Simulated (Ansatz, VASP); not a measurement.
## Two plane-wave programs on Ta

The input INCAR:

```
SYSTEM = Ta
PREC = Accurate
ENCUT = 520
EDIFF = 1E-7
ISMEAR = 0
SIGMA = 0.15
LREAL = .FALSE.
LASPH = .TRUE.
NELM = 60
ALGO = Fast
ISIF = 2
LWAVE = .FALSE.
LCHARG = .FALSE.
GGA = PS
NBANDS = 12
```

KPOINTS

```
regular mesh
0
G
  28 28 28
  0 0 0
```

POSCAR

```
Ta
1.0
   -1.4613788849      1.4613788849      2.0663897432
    1.4613788849     -1.4613788849      2.0663897432
    1.4613788849      1.4613788849     -2.0663897432
Ta
1
Direct
    0.0000000000      0.0000000000      0.0000000000
```

Input for Ansatz:

```yaml
crystal:
  lattice:
    - [-1.4613788849, 1.4613788849, 2.0663897432]
    - [1.4613788849, -1.4613788849, 2.0663897432]
    - [1.4613788849, 1.4613788849, -2.0663897432]
  atoms:
    - { symbol: Ta, position: [0.0, 0.0, 0.0] }
basis:
  ecutwfc: 420
kpoints:
  mp_grid: { grid: [28, 28, 28] }
hamiltonian:
  xc: pbesol
scf:
  occupations: { method: gaussian, width: 0.15 }
output:
  forces: true
  stress: true
  eigenvalues: true
```

Alike in both runs: task single point; functional PBEsol; k mesh 28 × 28 × 28; occupations gaussian, width 0.15 eV; no spin polarisation.

|  | VASP | Ansatz |
| --- | --- | --- |
| version | VASP 6.6.1 | Ansatz 0.2.0 |
| potentials or method | VASP PAW PBE potentials, release 64 (Ta_pv), cutoff 520 eV | scalar-relativistic, plane waves, PAW |
| valence electrons in the cell | 11 | 13 |

```csv
,VASP,Ansatz,Ansatz less VASP
gap on the k mesh at the Fermi level (eV),none,none,-
pressure (GPa),6.9,6.7,-0.16
```

VASP's potentials were made for PBE, not for PBEsol. A gap of «none» marks a metal or a gap that the smearing closes. VASP's potentials hold 11 valence electrons a cell and Ansatz's 13, so a difference there can come from the potentials and not from the codes.

Spin-orbit coupling is off throughout.
